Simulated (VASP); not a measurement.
## Al2O3: single point with HSE06

The system is Al2O3.

```xyz
10
Lattice="2.4039 1.3879 4.3742 -2.4039 1.3879 4.3742 0.0000 -2.7758 4.3742" Properties=species:S:1:pos:R:3 pbc="T T T"
Al    0.0000    0.0000    8.5020
Al    0.0000    0.0000   11.1819
Al    0.0000    0.0000    1.9407
Al    0.0000    0.0000    4.6206
O     0.9320   -1.3879    5.4678
O     1.6680    0.1132    7.6549
O    -1.6680   -0.1132    5.4678
O     0.7360    1.5011    5.4678
O    -0.7360   -1.5011    7.6549
O    -0.9320    1.3879    7.6549
```

- Program: VASP 6.6.1
- Task: single point
- Functional: HSE06
- Potentials or basis: VASP PAW PBE potentials, release 64 (Al, O)
- Cutoff: 520 eV
- k mesh: 1 × 2 × 2, shifted
- Occupations: fermi-dirac, width 0.01 eV
- Spin: no spin polarisation
- Dipole correction: no
- Grid for exact exchange (PRECFOCK): Fast
- Further INCAR settings: ALGO = Normal; EDIFF = 1e-06; NBANDS = 35
- Share of exact exchange: 0.25
- Screening parameter: 0.2079 1/Å

| Quantity | Value |
| --- | --- |
| Pressure | -8.6 GPa |
| Largest force | 0.040 eV/Å |
| Band gap on the k mesh | 8.68 eV |

Forces in eV/Å, atoms in the order of the input:
```
Al   0.000  0.000  0.025
Al   0.000  0.000 -0.025
Al   0.000  0.000  0.025
Al   0.000  0.000 -0.025
O    0.040  0.000  0.000
O    0.020  0.035  0.000
O   -0.020 -0.035  0.000
O   -0.020  0.035  0.000
O    0.020 -0.035  0.000
O   -0.040  0.000  0.000
```

Stress tensor (GPa, compression positive):
```
-8.76  0.00  0.00
 0.00 -8.76  0.00
 0.00  0.00 -8.18
```

Levels at points of the mesh, in eV from the valence-band top:
| k point | band 22 | band 23 | band 24 | band 25 | band 26 | band 27 |
| --- | --- | --- | --- | --- | --- | --- |
| (0.25, 0.12, 0.12) | -0.48 | -0.01 | 0.00 | 8.68 | 11.28 | 12.42 |

Wall time 81 s on 1 thread of Intel(R) Xeon(R) Platinum 8488C (Sapphire Rapids) (shared host), peak memory 0.32 GiB.

Caveat: the k points lie up to 0.61 Å⁻¹ apart; the PAW data sets were made with another functional, which shifts forces and pressure a little; a shifted mesh leaves out Γ, where band edges can lie. A k mesh can miss the band edges.
